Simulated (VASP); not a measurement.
Here is a VASP 6.6.1 calculation.

The input INCAR:

```
SYSTEM = La
ALGO     = Fast           ! electronic algorithm
EDIFF    = 1E-7           ! SCF threshold, eV
ENCUT    = 520            ! plane-wave cutoff, eV
GGA      = PE             ! functional
ISIF     = 2              ! what is computed and relaxed
ISMEAR   = -1             ! smearing method
LASPH    = .True.         ! aspherical terms in the spheres
LCHARG   = .True.         ! write CHGCAR
LELF     = .True.         ! ELF
LREAL    = .False.        ! projectors in reciprocal space
LVHAR    = .True.       
LWAVE    = .False.        ! write WAVECAR
NBANDS   = 18             ! bands
NELM     = 80             ! most SCF steps
PREC     = Accurate       ! precision mode
SIGMA    = 0.05           ! smearing width, eV
```

The input KPOINTS:

```
k-points
0
Gamma
  8 8 5
  0 0 0
```

POSCAR

```
La
1.0
    3.7500000000      0.0000000000      0.0000000000
   -1.8750000000      3.2475952642      0.0000000000
    0.0000000000      0.0000000000      6.0700000000
La
2
Direct
    0.6607810000      0.3122920000      0.7432630000
    0.3326420000      0.6590090000      0.2516110000
```

Potentials or basis: VASP PAW PBE potentials, release 64 (La).

The run is started by

```console
$ cat potpaw_PBE.64/La/POTCAR > POTCAR
$ mpirun -np 1 vasp_std > vasp.out
```

(1) Predict the band gap on the k mesh.

(2) Predict the largest force.

(3) Estimate the pressure.

## Answers

(1) zero (bands 11 and 12 overlap by 1.30 eV).

(2) 0.081 eV/Å.

(3) 0.8 GPa.

Caveat: the cell differs from its parent crystal (atoms moved at random); spin-orbit coupling is left out, which moves the levels of the heavy elements.
